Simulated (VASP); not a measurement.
# AlN (rocksalt type) (Fm-3m) in VASP: notebook

Runs on AlN (rocksalt type). Level: LDA. Tasks: single point.

Everything below comes from runs of VASP 6.6.1. Logs are shortened: lines on timing, memory, paths and dates and some standing lists are left out, and cuts for length are marked.

## 1. The cell of the first run

It takes space group Fm-3m (No. 225, cubic). The conventional cell has a = 4.011 Å, b = 4.011 Å, c = 4.011 Å, α = 90.00°, β = 90.00°, γ = 90.00°. Al (site symmetry m-3m) has 6 N at 2.01 Å within 2.7 Å. N (site symmetry m-3m) has 6 Al at 2.01 Å within 2.7 Å.

## 2. Single point, LDA

Contents of INCAR:

```
ALGO     = Normal         # electronic algorithm
EDIFF    = 1E-7           # SCF threshold, eV
ENCUT    = 520            # plane-wave cutoff, eV
ISIF     = 2              # what is computed and relaxed
ISMEAR   = -1             # smearing method
LASPH    = T              # aspherical terms in the spheres
LCHARG   = F              # write CHGCAR
LREAL    = F              # projectors in reciprocal space
LWAVE    = F              # write WAVECAR
NBANDS   = 11             # bands
NELM     = 100            # most SCF steps
PREC     = Accurate       # precision mode
SIGMA    = 0.1            # smearing width, eV
```

Contents of KPOINTS:

```
k-points
0
Gamma
  15 15 15
```

Contents of POSCAR:

```
AlN
1.0
    0.0000000000      2.0054689508      2.0054689508
    2.0054689508      0.0000000000      2.0054689508
    2.0054689508      2.0054689508      0.0000000000
Al N
1 1
Direct
    0.0000000000      0.0000000000      0.0000000000
    0.5000000000      0.5000000000      0.5000000000
```

Potentials or basis: VASP PAW LDA potentials, release 64 (Al, N).

Run with:

```
$ cat potpaw_LDA.64/Al/POTCAR potpaw_LDA.64/N/POTCAR > POTCAR
$ mpirun -np 1 vasp_std > vasp.out
```

OUTCAR:

```text
EDIFF = 1E-7
   ENCUT = 520
   ISIF = 2
   ISMEAR = -1
   LASPH = T
   LREAL = F
   NELM = 100
   PREC = Accurate

 ion  position               nearest neighbor table
   1  0.000  0.000  0.000-   2 2.01   2 2.01   2 2.01   2 2.01   2 2.01   2 2.01
   2  0.500  0.500  0.500-   1 2.01   1 2.01   1 2.01   1 2.01   1 2.01   1 2.01

  LATTYP: Found a face centered cubic cell.
 ALAT       =     4.0109379016

  Lattice vectors:

 A1 = (   0.0000000000,   2.0054689508,   2.0054689508)
 A2 = (   2.0054689508,   0.0000000000,   2.0054689508)
 A3 = (   2.0054689508,   2.0054689508,   0.0000000000)

Analysis of symmetry for initial positions (statically):
=====================================================================
 Subroutine PRICEL returns:
 Original cell was already a primitive cell.

 Routine SETGRP: Setting up the symmetry group for a
 face centered cubic supercell.

 Subroutine GETGRP returns: Found 48 space group operations
 (whereof 48 operations were pure point group operations)
 out of a pool of 48 trial point group operations.

The static configuration has the point symmetry O_h .

Analysis of symmetry for dynamics (positions and initial velocities):
=====================================================================
 Subroutine PRICEL returns:
 Original cell was already a primitive cell.

 Routine SETGRP: Setting up the symmetry group for a
 face centered cubic supercell.

 Subroutine GETGRP returns: Found 48 space group operations
 (whereof 48 operations were pure point group operations)
 out of a pool of 48 trial point group operations.

The dynamic configuration has the point symmetry O_h .

 Subroutine INISYM returns: Found 48 space group operations
 (whereof 48 operations are pure point group operations),
 and found     1 'primitive' translations

----------------------------------------------------------------------------------------

                                     Primitive cell

  volume of cell :      16.1316

  direct lattice vectors                    reciprocal lattice vectors
     0.000000000  2.005468951  2.005468951    -0.249318245  0.249318245  0.249318245
     2.005468951  0.000000000  2.005468951     0.249318245 -0.249318245  0.249318245
     2.005468951  2.005468951  0.000000000     0.249318245  0.249318245 -0.249318245

  length of vectors
     2.836161389  2.836161389  2.836161389     0.431831868  0.431831868  0.431831868

  position of ions in fractional coordinates (direct lattice)
     0.000000000  0.000000000  0.000000000
     0.500000000  0.500000000  0.500000000

  ion indices of the primitive-cell ions
   primitive index   ion index
                 1           1
                 2           2

----------------------------------------------------------------------------------------

 KPOINTS: k-points

Automatic generation of k-mesh.
 Grid dimensions read from file:
 generate k-points for:   15   15   15

 Generating k-lattice:

  Cartesian coordinates                     Fractional coordinates (reciprocal lattice)
    -0.016621216  0.016621216  0.016621216     0.066666667  0.000000000  0.000000000
     0.016621216 -0.016621216  0.016621216     0.000000000  0.066666667  0.000000000
     0.016621216  0.016621216 -0.016621216     0.000000000  0.000000000  0.066666667

  Length of vectors
     0.028788791  0.028788791  0.028788791

  Shift w.r.t. Gamma in fractional coordinates (k-lattice)
     0.000000000  0.000000000  0.000000000

 Subroutine IBZKPT returns following result:
 ===========================================

 Found    120 irreducible k-points:

 Following reciprocal coordinates:
            Coordinates               Weight
  0.000000  0.000000  0.000000      1.000000
  0.066667  0.000000  0.000000      8.000000
  0.133333  0.000000  0.000000      8.000000
  0.200000  0.000000  0.000000      8.000000
  0.266667  0.000000  0.000000      8.000000
  0.333333  0.000000  0.000000      8.000000
[... 16 lines left out ...]
  0.133333  0.133333  0.000000      6.000000
  0.200000  0.133333  0.000000     24.000000
 [... further k-points ...]
   k-points           NKPTS =    120   k-points in BZ     NKDIM =    120   number of bands    NBANDS=     11
   number of dos      NEDOS =    301   number of ions     NIONS =      2
   total plane-waves  NPLWV =  13824
   dimension x,y,z NGX =    24 NGY =   24 NGZ =   24
   dimension x,y,z NGXF=    48 NGYF=   48 NGZF=   48
   ions per type =               1   1
   NGX,Y,Z   is equivalent  to a cutoff of  14.07, 14.07, 14.07 a.u.
   NGXF,Y,Z  is equivalent  to a cutoff of  28.14, 28.14, 28.14 a.u.
 SYSTEM =  unknown system
   PREC   = accura    normal or accurate (medium, high low for compatibility)
   ISTART =      0    job   : 0-new  1-cont  2-samecut
   ICHARG =      2    charge: 1-file 2-atom 10-const
   ISPIN  =      1    spin polarized calculation?
   LNONCOLLINEAR =      F non collinear calculations
   LSORBIT =      F    spin-orbit coupling
   LASPH  =      T    aspherical Exc in radial PAW
   ENCUT  =  520.0 eV  38.22 Ry    6.18 a.u.   5.27  5.27  5.27*2*pi/ulx,y,z
   NELM   =    100;   NELMIN=  2; NELMDL= -5     # of ELM steps
   EDIFF  = 0.1E-06   stopping-criterion for ELM
   LREAL  =      F    real-space projection
   EDIFFG = 0.1E-05   stopping-criterion for IOM
   NSW    =      0    number of steps for IOM
   IBRION =     -1    ionic relax: 0-MD 1-quasi-New 2-CG
   NFREE  =      0    steps in history (QN), initial steepest desc. (CG)
   ISIF   =      2    stress and relaxation
   ISYM   =      2    0-nonsym 1-usesym 2-fastsym
   POTIM  = 0.5000    time-step for ionic-motion
   TEBEG  =    0.0;   TEEND  =   0.0 temperature during run
   PSTRESS=    0.0 pullay stress
   NELECT =       8.0000    total number of electrons
   NUPDOWN=      -1.0000    fix difference up-down
   EMIN   =  10.00;   EMAX   =-10.00  energy-range for DOS
   EFERMI =   0.00;   METHOD = LEGACY
   ISMEAR =    -1;   SIGMA  =   0.10  broadening in eV -4-tet -1-fermi 0-gaus
   EFERMI_NEDOS =   21; number of points for ismear=-14 and -15
   IALGO  =     38    algorithm
   IMIX   =      4    mixing-type and parameters
     AMIX     =   0.40;   BMIX     =  1.00
     AMIX_MAG =   1.60;   BMIX_MAG =  1.00
  volume/ion in A,a.u.               =       8.07        54.43
  Fermi-wavevector in a.u.,A,eV,Ry     =   1.295823  2.448750 22.846307  1.679156
  Thomas-Fermi vector in A             =   2.427318
   LORBIT       =      0    0 simple, 1 ext, 2 COOP (PROOUT), +10 PAW based schemes
   GGA     = CA    functional components
   LHFCALC =     F    Hartree Fock is set to
   AEXX    =    0.0000 exact exchange contribution
   IVDW    =     0    specifies the selected vdW correction
   LEPSILON=     F    determine dielectric tensor
   LRPA    =     F    only Hartree local field effects (RPA)
 non-spin polarized calculation
  energy-cutoff  :      520.00
  volume of cell :       16.13
 maximum number of plane-waves:       445
 NGX is ok and might be reduce to    24
   NGX = 11   NGY = 11   NGZ = 11

 number of electron       8.0000000 magnetization

 Free energy of the ion-electron system (eV)
  ---------------------------------------------------
  ext. energy  EPLUGINS =         0.00000000
  ---------------------------------------------------
  free energy    TOTEN  =       -16.23063865 eV

  energy without entropy =      -16.23063865  energy(sigma->0) =      -16.23063865

 E-fermi :  11.9664     XC(G=0): -12.6870

 val. band max:       10.0274287283   @ k =   0.0000   0.0000   0.0000
 cond. band min:      14.7917947239   @ k =   0.4667   0.4667   0.0000
 fundamental gap:      4.7643659956
 Fermi energy:        11.9664394613

 k-point     1 :       0.0000    0.0000    0.0000
  band No.  band energies     occupation
      1      -7.6022      2.00000
      2      10.0274      2.00000
      3      10.0274      2.00000
      4      10.0274      2.00000
      5      16.1521      0.00000
      6      22.1245      0.00000
      7      22.1245      0.00000
      8      22.1245      0.00000
      9      27.4145      0.00000
     10      27.8356      0.00000
     11      27.8356      0.00000

 k-point     2 :       0.0667    0.0000    0.0000
  band No.  band energies     occupation
      1      -7.5077      2.00000
      2       9.5497      2.00000
      3       9.9685      2.00000
      4       9.9685      2.00000
      5      16.4489      0.00000
      6      21.6363      0.00000
      7      22.2743      0.00000
      8      22.2743      0.00000
      9      26.8317      0.00000
     10      26.8317      0.00000
     11      28.1766      0.00000

 k-point     3 :       0.1333    0.0000    0.0000
  band No.  band energies     occupation
      1      -7.2272      2.00000
      2       8.3676      2.00000
      3       9.8085      2.00000
      4       9.8085      2.00000
      5      17.0127      0.00000
      6      20.9280      0.00000
      7      22.5991      0.00000
      8      22.5991      0.00000
      9      25.8291      0.00000
     10      25.8291      0.00000
     11      28.2283      0.00000

 k-point     4 :       0.2000    0.0000    0.0000
  band No.  band energies     occupation
      1      -6.7719      2.00000
      2       6.8552      2.00000
      3       9.5880      2.00000
      4       9.5880      2.00000
      5      17.2577      0.00000
      6      20.8443      0.00000
      7      22.6482      0.00000
      8      22.6482      0.00000
      9      25.6595      0.00000
     10      25.6595      0.00000
     11      27.7078      0.00000
[... 239 lines left out ...]
 k-point    22 :      -0.0667    0.0667    0.0000
  band No.  band energies     occupation
      1      -7.3512      2.00000
      2       8.9730      2.00000
      3       9.6546      2.00000
      4       9.9669      2.00000
      5      16.8562      0.00000
      6      21.0212      0.00000
      7      22.4489      0.00000
      8      22.6108      0.00000
      9      25.4760      0.00000
     10      26.7460      0.00000
     11      28.8263      0.00000

 k-point    23 :       0.1333    0.1333    0.0000
  band No.  band energies     occupation
      1      -7.1038      2.00000
      2       8.5431      2.00000
      3       9.3888      2.00000
      4       9.3888      2.00000
      5      17.4770      0.00000
      6      19.7934      0.00000
      7      23.2060      0.00000
      8      23.2060      0.00000
      9      23.3760      0.00000
     10      28.4146      0.00000
     11      29.9963      0.00000

 k-point    24 :       0.2000    0.1333    0.0000
  band No.  band energies     occupation
      1      -6.7702      2.00000
      2       7.5798      2.00000
      3       9.1074      2.00000
      4       9.1711      2.00000
      5      17.9554      0.00000
      6      19.2202      0.00000
      7      22.2128      0.00000
      8      23.6015      0.00000
      9      23.9350      0.00000
     10      28.1825      0.00000
     11      30.0240      0.00000

 [... further k-points ...]
[... 5 lines left out ...]
  --------------------------------------------------------------------------------------
  -------------------------------------------------------------------------------------
  Total        0.0659059      0.0659059      0.0659059      0.0000000      0.0000000      0.0000000
  in kB        6.5457131      6.5457131      6.5457131      0.0000000      0.0000000      0.0000000
  external PRESSURE =       6.5457131 kB  Pullay stress =       0.0000000 kB

 VOLUME and BASIS-vectors are now :
 -----------------------------------------------------------------------------
  energy-cutoff  :      520.00
  volume of cell :       16.13
      direct lattice vectors                 reciprocal lattice vectors
     0.000000000  2.005468951  2.005468951    -0.249318245  0.249318245  0.249318245
     2.005468951  0.000000000  2.005468951     0.249318245 -0.249318245  0.249318245
     2.005468951  2.005468951  0.000000000     0.249318245  0.249318245 -0.249318245

 POSITION                                       TOTAL-FORCE (eV/Angst)
 -----------------------------------------------------------------------------------
      0.00000      0.00000      0.00000        -0.000000     -0.000000     -0.000000
      2.00547      2.00547      2.00547         0.000000      0.000000      0.000000
 -----------------------------------------------------------------------------------
    total drift:                               -0.000000     -0.000000      0.000000

  FREE ENERGIE OF THE ION-ELECTRON SYSTEM (eV)
  ---------------------------------------------------
  free  energy   TOTEN  =       -16.2306386530 eV

  energy  without entropy=      -16.2306386528  energy(sigma->0) =      -16.23063865
```

Wall time 25 s (1 thread of AMD EPYC 7R43 (Zen 3), shared host); peak memory 0.1 GiB.

Results:

| Item | Value |
| --- | --- |
| Free energy | -16.2306 eV |
| Pressure | 0.7 GPa |
| Band gap on the k mesh | 4.76 eV, indirect (least direct gap 6.12 eV) |

A k mesh can miss the band edges.

## 3. Single point, LDA (volume scaled by 0.64)

Contents of INCAR:

```
SYSTEM = AlN
PREC = Accurate ; ENCUT = 600
EDIFF = 1E-6 ; ISMEAR = -1
SIGMA = 0.1 ; LREAL = .False.
LASPH = .True. ; NELM = 120
ALGO = Normal ; ISIF = 2
LWAVE = .False. ; LCHARG = .False.
NBANDS = 11 ; GGA_COMPAT = .False.
```

Contents of KPOINTS:

```
Automatic mesh
0
Gamma
  15 15 15
  0 0 0
```

Contents of POSCAR:

```
AlN
1.0
    0.0000000000      1.7282607509      1.7282607509
    1.7282607509      0.0000000000      1.7282607509
    1.7282607509      1.7282607509      0.0000000000
Al N
1 1
Direct
    0.0000000000      0.0000000000      0.0000000000
    0.5000000000      0.5000000000      0.5000000000
```

Potentials or basis: VASP PAW LDA potentials, release 64 (Al, N).

Run with:

```
$ cat potpaw_LDA.64/Al/POTCAR potpaw_LDA.64/N/POTCAR > POTCAR
$ mpirun -np 1 vasp_std > vasp.out
```

It took 5 s on 1 thread of Intel Xeon 6975P-C (Granite Rapids), shared host; peak memory 0.12 GiB.

Results (log left out):

```yaml
Free_energy: -12.4526 eV
Pressure: 298.6 GPa
Band_gap_on_the_k_mesh: 3.80 eV, indirect (least direct gap 7.99 eV)
```

Levels at points of the mesh, in eV from the valence-band top:
| k point | band 1 | band 2 | band 3 | band 4 | band 5 | band 6 | band 7 | band 8 | band 9 |
| --- | --- | --- | --- | --- | --- | --- | --- | --- | --- |
| (0.00, 0.00, 0.00) | -22.47 | 0.00 | 0.00 | 0.00 | 13.27 | 13.27 | 13.27 | 14.38 | 19.99 |

 A k mesh can miss the band edges.

## 4. Single point, LDA (volume scaled by 0.72)

Contents of INCAR:

```
PREC     = Accurate       # precision mode
ENCUT    = 600            # plane-wave cutoff, eV
EDIFF    = 1E-6           # SCF threshold, eV
ISMEAR   = -1             # smearing method
SIGMA    = 0.1            # smearing width, eV
LREAL    = F              # projectors in reciprocal space
LASPH    = T              # aspherical terms in the spheres
NELM     = 120            # most SCF steps
ALGO     = Normal         # electronic algorithm
ISIF     = 2              # what is computed and relaxed
LWAVE    = F              # write WAVECAR
LCHARG   = F              # write CHGCAR
NBANDS   = 11             # bands
GGA_COMPAT= F
```

Contents of KPOINTS:

```
regular mesh
0
Gamma
  15 15 15
```

Contents of POSCAR:

```
AlN
1.0
    0.0000000000      1.7974636150      1.7974636150
    1.7974636150      0.0000000000      1.7974636150
    1.7974636150      1.7974636150      0.0000000000
Al N
1 1
Direct
    0.0000000000      0.0000000000      0.0000000000
    0.5000000000      0.5000000000      0.5000000000
```

Run with:

```
$ cat potpaw_LDA.64/Al/POTCAR potpaw_LDA.64/N/POTCAR > POTCAR
$ mpirun -np 1 vasp_std > vasp.out
```

Run time: 5.1 s. Hardware: 1 thread of Intel Xeon 6975P-C (Granite Rapids), shared host; peak memory 0.12 GiB.

It converged, with:

```
Free energy            : -14.3254 eV
Pressure               : 175.4 GPa
Band gap on the k mesh : 4.29 eV, indirect (least direct gap 8.10 eV)
```

Levels at points of the mesh, in eV from the valence-band top:
```tsv
k point	band 2	band 3	band 4	band 5	band 6	band 7
(0.00, 0.00, 0.00)	0.00	0.00	0.00	11.86	13.01	13.01
```

 A k mesh can miss the band edges.

(Part 1 of 2 ends here.)
